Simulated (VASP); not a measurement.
# LiCl: single point with PBEsol

LiCl:

```
Cl Li
1.0
     0.00000    2.53141    2.53141
     2.53141    0.00000    2.53141
     2.53141    2.53141    0.00000
Cl Li
1 1
Direct
  0.50000 0.50000 0.50000
  0.00000 0.00000 0.00000
```

- Program: VASP 6.6.1
- Task: single point
- Functional: PBEsol
- Potentials or basis: VASP PAW PBE potentials, release 64 (Cl, Li_sv)
- Cutoff: 520 eV
- k mesh: 9 × 9 × 9
- Occupations: fermi-dirac, width 0.05 eV
- Spin: no spin polarisation

The band gap on the k mesh is 6.36 eV, direct.

Levels at points of the mesh, in eV from the valence-band top:
```
           k point  band 2  band 3  band 4  band 5  band 6  band 7  band 8  band 9
(0.00, 0.00, 0.00)  -13.54    0.00    0.00    0.00    6.36   11.84   11.84   11.84
```

Wall time 5.7 s on 1 thread of Intel(R) Xeon(R) 6975P-C (Granite Rapids), with other jobs on the host, peak memory 0.15 GiB.

 A k mesh can miss the band edges.
